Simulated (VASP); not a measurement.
Runs of VASP 6.6.1 on F. The structure is that of space group Fm-3m (No. 225), or close to it. The cells are those of the table. 

| task | cell | k mesh | gap on the mesh (eV) | pressure (GPa) |
| --- | --- | --- | --- | --- |
| single point | a = 1.991 Å, angles 60.0°, 1 atom | 21 × 21 × 21 | none | 129.3 |
| single point | a = 1.992 Å, angles 60.0°, 1 atom | 21 × 21 × 21 | none | 128.8 |
| relaxation of cell and atoms | relaxed to 130 GPa from a = 1.992 Å, angles 60.0°, 1 atom | 21 × 21 × 21 | none | 130.0 |
| single point | a = 1.989 Å, angles 60.0°, 1 atom | 21 × 21 × 21 | none | 131.0 |
| single point | a = 2.354 Å, angles 60.0°, 1 atom | 18 × 18 × 18 | none | (a) |
| relaxation of cell and atoms | relaxed to 130 GPa from a = 1.989 Å, angles 60.0°, 1 atom | 21 × 21 × 21 | none | 130.0 |

Alike in all rows: level PBEsol; potentials or basis VASP PAW PBE potentials, release 64 (F); no spin polarisation; cutoff (eV) 600; smearing fermi-dirac 0.08 eV.

Q: Fill in the values left out.

A: (a) -0.6.

Caveats: the PAW data sets were made with another functional, which shifts forces and pressure a little; an odd number of electrons without spin polarisation forces a metal; a magnetic or distorted state may lie lower; the cell stands under pressure (at least some runs); the cell is relaxed towards a set pressure, so the run minimises the enthalpy, not the energy (at least some runs).

A gap of «none» marks levels without a gap at the run's occupations.
